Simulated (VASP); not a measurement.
# NaH (Fm-3m) in VASP: further runs

NaH is run at these levels: PBE; tasks: single point.

Everything below comes from runs of VASP 6.6.1. Logs are shortened: lines on timing, memory, paths and dates and some standing lists are left out, and cuts for length are marked.

## 1. The cell of the first run

It takes space group Fm-3m (No. 225, cubic). The conventional cell has a = 4.783 Å, b = 4.783 Å, c = 4.783 Å, α = 90.00°, β = 90.00°, γ = 90.00°. Na (site symmetry m-3m) has 6 H at 2.39 Å within 3.2 Å. Within 3.2 Å of H (site symmetry m-3m) lie 6 Na at 2.39 Å.

## 2. Single point, PBE (volume changed by -3%)

Contents of INCAR:

```
SYSTEM = NaH
PREC = Accurate
ENCUT = 520
EDIFF = 1E-7
ISMEAR = 0
SIGMA = 0.01
LREAL = .False.
LASPH = .True.
NELM = 60
ALGO = Normal
ISIF = 2
LWAVE = .False.
LCHARG = .False.
GGA = PE
NBANDS = 11
```

Contents of KPOINTS:

```
Automatic mesh
0
Gamma
  8 8 8
  0 0 0
```

Contents of POSCAR:

```
NaH
1.0
    0.0000000000      2.3916342234      2.3916342234
    2.3916342234      0.0000000000      2.3916342234
    2.3916342234      2.3916342234      0.0000000000
Na H
1 1
Direct
    0.0000000000      0.0000000000      0.0000000000
    0.5000000000      0.5000000000      0.5000000000
```

Potentials or basis: VASP PAW PBE potentials, release 64 (Na_pv, H).

Launch:

```bash
$ cat potpaw_PBE.64/Na_pv/POTCAR potpaw_PBE.64/H/POTCAR > POTCAR
$ mpirun -np 1 vasp_std > vasp.out
```

OUTCAR:

```text
SYSTEM = NaH
   PREC = Accurate
   ENCUT = 520
   EDIFF = 1E-7
   ISMEAR = 0
   LREAL = .False.
   LASPH = .True.
   NELM = 60
   ISIF = 2
   GGA = PE

 ion  position               nearest neighbor table
   1  0.000  0.000  0.000-
   2  0.500  0.500  0.500-

  LATTYP: Found a face centered cubic cell.
 ALAT       =     4.7832684468

  Lattice vectors:

 A1 = (   0.0000000000,   2.3916342234,   2.3916342234)
 A2 = (   2.3916342234,   0.0000000000,   2.3916342234)
 A3 = (   2.3916342234,   2.3916342234,   0.0000000000)

Analysis of symmetry for initial positions (statically):
=====================================================================
 Subroutine PRICEL returns:
 Original cell was already a primitive cell.

 Routine SETGRP: Setting up the symmetry group for a
 face centered cubic supercell.

 Subroutine GETGRP returns: Found 48 space group operations
 (whereof 48 operations were pure point group operations)
 out of a pool of 48 trial point group operations.

The static configuration has the point symmetry O_h .

Analysis of symmetry for dynamics (positions and initial velocities):
=====================================================================
 Subroutine PRICEL returns:
 Original cell was already a primitive cell.

 Routine SETGRP: Setting up the symmetry group for a
 face centered cubic supercell.

 Subroutine GETGRP returns: Found 48 space group operations
 (whereof 48 operations were pure point group operations)
 out of a pool of 48 trial point group operations.

The dynamic configuration has the point symmetry O_h .

 Subroutine INISYM returns: Found 48 space group operations
 (whereof 48 operations are pure point group operations),
 and found     1 'primitive' translations

----------------------------------------------------------------------------------------

                                     Primitive cell

  volume of cell :      27.3599

  direct lattice vectors                    reciprocal lattice vectors
     0.000000000  2.391634223  2.391634223    -0.209062069  0.209062069  0.209062069
     2.391634223  0.000000000  2.391634223     0.209062069 -0.209062069  0.209062069
     2.391634223  2.391634223  0.000000000     0.209062069  0.209062069 -0.209062069

  length of vectors
     3.382281555  3.382281555  3.382281555     0.362106126  0.362106126  0.362106126

  position of ions in fractional coordinates (direct lattice)
     0.000000000  0.000000000  0.000000000
     0.500000000  0.500000000  0.500000000

  ion indices of the primitive-cell ions
   primitive index   ion index
                 1           1
                 2           2

----------------------------------------------------------------------------------------

 KPOINTS: Automatic mesh

Automatic generation of k-mesh.
 Grid dimensions read from file:
 generate k-points for:    8    8    8

 Generating k-lattice:

  Cartesian coordinates                     Fractional coordinates (reciprocal lattice)
    -0.026132759  0.026132759  0.026132759     0.125000000  0.000000000  0.000000000
     0.026132759 -0.026132759  0.026132759     0.000000000  0.125000000  0.000000000
     0.026132759  0.026132759 -0.026132759     0.000000000  0.000000000  0.125000000

  Length of vectors
     0.045263266  0.045263266  0.045263266

  Shift w.r.t. Gamma in fractional coordinates (k-lattice)
     0.000000000  0.000000000  0.000000000

 Subroutine IBZKPT returns following result:
 ===========================================

 Found     29 irreducible k-points:

 Following reciprocal coordinates:
            Coordinates               Weight
  0.000000  0.000000  0.000000      1.000000
  0.125000  0.000000  0.000000      8.000000
  0.250000  0.000000  0.000000      8.000000
  0.375000  0.000000  0.000000      8.000000
  0.500000  0.000000  0.000000      4.000000
  0.125000  0.125000  0.000000      6.000000
[... 16 lines left out ...]
  0.500000  0.250000  0.125000     48.000000
 -0.375000  0.250000  0.125000     24.000000
 [... further k-points ...]
   k-points           NKPTS =     29   k-points in BZ     NKDIM =     29   number of bands    NBANDS=     11
   number of dos      NEDOS =    301   number of ions     NIONS =      2
   total plane-waves  NPLWV =  21952
   dimension x,y,z NGX =    28 NGY =   28 NGZ =   28
   dimension x,y,z NGXF=    56 NGYF=   56 NGZF=   56
   ions per type =               1   1
   NGX,Y,Z   is equivalent  to a cutoff of  13.76, 13.76, 13.76 a.u.
   NGXF,Y,Z  is equivalent  to a cutoff of  27.53, 27.53, 27.53 a.u.
 SYSTEM =  NaH
   PREC   = accura    normal or accurate (medium, high low for compatibility)
   ISTART =      0    job   : 0-new  1-cont  2-samecut
   ICHARG =      2    charge: 1-file 2-atom 10-const
   ISPIN  =      1    spin polarized calculation?
   LNONCOLLINEAR =      F non collinear calculations
   LSORBIT =      F    spin-orbit coupling
   LASPH  =      T    aspherical Exc in radial PAW
   ENCUT  =  520.0 eV  38.22 Ry    6.18 a.u.   6.29  6.29  6.29*2*pi/ulx,y,z
   NELM   =     60;   NELMIN=  2; NELMDL= -5     # of ELM steps
   EDIFF  = 0.1E-06   stopping-criterion for ELM
   LREAL  =      F    real-space projection
   EDIFFG = 0.1E-05   stopping-criterion for IOM
   NSW    =      0    number of steps for IOM
   IBRION =     -1    ionic relax: 0-MD 1-quasi-New 2-CG
   NFREE  =      0    steps in history (QN), initial steepest desc. (CG)
   ISIF   =      2    stress and relaxation
   ISYM   =      2    0-nonsym 1-usesym 2-fastsym
   POTIM  = 0.5000    time-step for ionic-motion
   TEBEG  =    0.0;   TEEND  =   0.0 temperature during run
   PSTRESS=    0.0 pullay stress
   NELECT =       8.0000    total number of electrons
   NUPDOWN=      -1.0000    fix difference up-down
   EMIN   =  10.00;   EMAX   =-10.00  energy-range for DOS
   EFERMI =   0.00;   METHOD = LEGACY
   ISMEAR =     0;   SIGMA  =   0.01  broadening in eV -4-tet -1-fermi 0-gaus
   EFERMI_NEDOS =   21; number of points for ismear=-14 and -15
   IALGO  =     38    algorithm
   IMIX   =      4    mixing-type and parameters
     AMIX     =   0.40;   BMIX     =  1.00
     AMIX_MAG =   1.60;   BMIX_MAG =  1.00
  volume/ion in A,a.u.               =      13.68        92.32
  Fermi-wavevector in a.u.,A,eV,Ry     =   1.086593  2.053362 16.064173  1.180683
  Thomas-Fermi vector in A             =   2.222733
   LORBIT       =      0    0 simple, 1 ext, 2 COOP (PROOUT), +10 PAW based schemes
   GGA     = PE    functional components
   LHFCALC =     F    Hartree Fock is set to
   AEXX    =    0.0000 exact exchange contribution
   IVDW    =     0    specifies the selected vdW correction
   LEPSILON=     F    determine dielectric tensor
   LRPA    =     F    only Hartree local field effects (RPA)
 non-spin polarized calculation
 Gauss-broadening in eV      SIGMA  =   0.01
  energy-cutoff  :      520.00
  volume of cell :       27.36
 maximum number of plane-waves:       754
 NGX is ok and might be reduce to    28
   NGX = 13   NGY = 13   NGZ = 13

 number of electron       7.9999992 magnetization

 Free energy of the ion-electron system (eV)
  ---------------------------------------------------
  ext. energy  EPLUGINS =         0.00000000
  ---------------------------------------------------
  free energy    TOTEN  =        -5.08548153 eV

  energy without entropy =       -5.08548153  energy(sigma->0) =       -5.08548153

 E-fermi :  -0.9431     XC(G=0):  -7.8735

 val. band max:       -1.0142999264   @ k =  -0.2500   0.5000   0.2500
 cond. band min:       2.7975610937   @ k =   0.5000   0.0000   0.0000
 fundamental gap:      3.8118610201
 Fermi energy:        -0.9431105047

 k-point     1 :       0.0000    0.0000    0.0000
  band No.  band energies     occupation
      1     -23.0632      2.00000
      2     -23.0632      2.00000
      3     -23.0632      2.00000
      4      -4.7191      2.00000
      5       9.6773      0.00000
      6      14.8181      0.00000
      7      14.8181      0.00000
      8      14.8181      0.00000
      9      15.7522      0.00000
     10      15.7522      0.00000
     11      15.7522      0.00000

 k-point     2 :       0.1250    0.0000    0.0000
  band No.  band energies     occupation
      1     -23.0787      2.00000
      2     -23.0651      2.00000
      3     -23.0651      2.00000
      4      -4.4439      2.00000
      5       8.7554      0.00000
      6      12.1859      0.00000
      7      14.0126      0.00000
      8      14.0126      0.00000
      9      16.7211      0.00000
     10      16.7211      0.00000
     11      16.8922      0.00000

 k-point     3 :       0.2500    0.0000    0.0000
  band No.  band energies     occupation
      1     -23.1157      2.00000
      2     -23.0694      2.00000
      3     -23.0694      2.00000
      4      -3.6622      2.00000
      5       6.3545      0.00000
      6      10.7236      0.00000
      7      13.2074      0.00000
      8      13.2074      0.00000
      9      16.7212      0.00000
     10      16.7212      0.00000
     11      18.1424      0.00000

 k-point     4 :       0.3750    0.0000    0.0000
  band No.  band energies     occupation
      1     -23.1522      2.00000
      2     -23.0738      2.00000
      3     -23.0738      2.00000
      4      -2.5669      2.00000
      5       3.9430      0.00000
      6      10.1438      0.00000
      7      12.7221      0.00000
      8      12.7221      0.00000
      9      15.9787      0.00000
     10      15.9787      0.00000
     11      18.4269      0.00000
[... 239 lines left out ...]
 k-point    22 :       0.3750    0.2500    0.1250
  band No.  band energies     occupation
      1     -23.1241      2.00000
      2     -23.0875      2.00000
      3     -23.0753      2.00000
      4      -3.0333      2.00000
      5       5.9884      0.00000
      6       8.3518      0.00000
      7      11.4507      0.00000
      8      14.3321      0.00000
      9      14.7233      0.00000
     10      17.3404      0.00000
     11      20.0115      0.00000

 k-point    23 :       0.5000    0.2500    0.1250
  band No.  band energies     occupation
      1     -23.1431      2.00000
      2     -23.0981      2.00000
      3     -23.0809      2.00000
      4      -2.0675      2.00000
      5       4.4671      0.00000
      6       7.1852      0.00000
      7      10.5676      0.00000
      8      14.2669      0.00000
      9      15.5592      0.00000
     10      17.6140      0.00000
     11      19.8034      0.00000

 k-point    24 :      -0.3750    0.2500    0.1250
  band No.  band energies     occupation
      1     -23.1512      2.00000
      2     -23.1014      2.00000
      3     -23.0840      2.00000
      4      -1.5061      2.00000
      5       3.5965      0.00000
      6       6.9252      0.00000
      7      10.2064      0.00000
      8      14.2064      0.00000
      9      15.4223      0.00000
     10      18.7078      0.00000
     11      20.8497      0.00000

 [... further k-points ...]
[... 5 lines left out ...]
  --------------------------------------------------------------------------------------
  -------------------------------------------------------------------------------------
  Total        0.1221543      0.1221543      0.1221543     -0.0000000      0.0000000     -0.0000000
  in kB        7.1532779      7.1532779      7.1532779     -0.0000000      0.0000000     -0.0000000
  external PRESSURE =       7.1532779 kB  Pullay stress =       0.0000000 kB

 VOLUME and BASIS-vectors are now :
 -----------------------------------------------------------------------------
  energy-cutoff  :      520.00
  volume of cell :       27.36
      direct lattice vectors                 reciprocal lattice vectors
     0.000000000  2.391634223  2.391634223    -0.209062069  0.209062069  0.209062069
     2.391634223  0.000000000  2.391634223     0.209062069 -0.209062069  0.209062069
     2.391634223  2.391634223  0.000000000     0.209062069  0.209062069 -0.209062069

 POSITION                                       TOTAL-FORCE (eV/Angst)
 -----------------------------------------------------------------------------------
      0.00000      0.00000      0.00000         0.000000      0.000000      0.000000
      2.39163      2.39163      2.39163        -0.000000     -0.000000     -0.000000
 -----------------------------------------------------------------------------------
    total drift:                               -0.000000     -0.000000     -0.000000

  FREE ENERGIE OF THE ION-ELECTRON SYSTEM (eV)
  ---------------------------------------------------
  free  energy   TOTEN  =        -5.0854815328 eV

  energy  without entropy=       -5.0854815328  energy(sigma->0) =       -5.08548153
```

Run time: 4.7 s. Hardware: 1 thread of Intel Xeon 6975P-C (Granite Rapids), shared host; peak memory 0.14 GiB.

What came out:

```yaml
Free_energy: -5.0855 eV
Pressure: 0.7 GPa
Band_gap_on_the_k_mesh: 3.81 eV, indirect (least direct gap 4.68 eV)
```

 A k mesh can miss the band edges.

(Continued in part 2 of 2.)
